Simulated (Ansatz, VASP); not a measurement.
**AlNi: VASP beside Ansatz**

INCAR

```
SYSTEM = AlNi
ALGO = Fast
EDIFF = 1E-6
ENCUT = 520
GGA = PS
ISIF = 2
ISMEAR = 0
LASPH = .True.
LCHARG = .False.
LREAL = .False.
LWAVE = .False.
NBANDS = 14
NELM = 100
PREC = Accurate
SIGMA = 0.15
```

Contents of KPOINTS:

```
k-points
0
Gamma
  16 16 16
  0 0 0
```

File POSCAR:

```
AlNi
1.0
    2.0211996424     -2.0211459319      0.0000000000
    2.0211996424      2.0211459319      0.0000000000
    0.0000000000      0.0000000000      3.0984000000
Al Ni
1 1
Direct
    0.0000000000      0.0000000000      0.0000000000
    0.5000000000      0.5000000000      0.5000000000
```

Input for Ansatz:

```yaml
crystal:
  lattice:
    - [2.0211996424, -2.0211459319, 0.0]
    - [2.0211996424, 2.0211459319, 0.0]
    - [0.0, 0.0, 3.0984]
  atoms:
    - { symbol: Al, position: [0.0, 0.0, 0.0] }
    - { symbol: Ni, position: [0.5, 0.5, 0.5] }
basis:
  ecutwfc: 520.0
kpoints:
  mp_grid: { grid: [16, 16, 16] }
hamiltonian:
  xc: pbesol
  pseudopotentials: { kind: paw, azcp: { folder: soft_1 } }
scf:
  occupations: { method: gaussian, width: 0.15 }
output:
  forces: true
  stress: true
  eigenvalues: true
```

Alike in both runs: task single point; functional PBEsol; k mesh 16 × 16 × 16; occupations gaussian, width 0.15 eV; no spin polarisation.

|  | VASP | Ansatz |
| --- | --- | --- |
| version | VASP 6.6.1 | Ansatz 0.2.0 |
| potentials or method | VASP PAW PBE potentials, release 64 (Al, Ni), cutoff 520 eV | scalar-relativistic, plane waves, PAW |
| valence electrons in the cell | 13 | 21 |

|  | VASP | Ansatz | Ansatz less VASP |
| --- | --- | --- | --- |
| gap on the k mesh at the Fermi level (eV) | none | none | - |
| pressure (GPa) | -10.9 | -11.0 | -0.11 |
| traceless stress, the component that is largest in VASP (GPa) | -2.75 | -2.66 | +0.092 |

VASP's potentials were made for PBE, not for PBEsol, and Ansatz warns of the same on its side. A gap of «none» marks a metal or a gap that the smearing closes. The functional is the same, so the differences come from potentials, cutoffs and numerics. VASP's potentials hold 13 valence electrons a cell and Ansatz's 21, so a difference there can come from the potentials and not from the codes. Ansatz's warnings: near symmetry operations not taken.
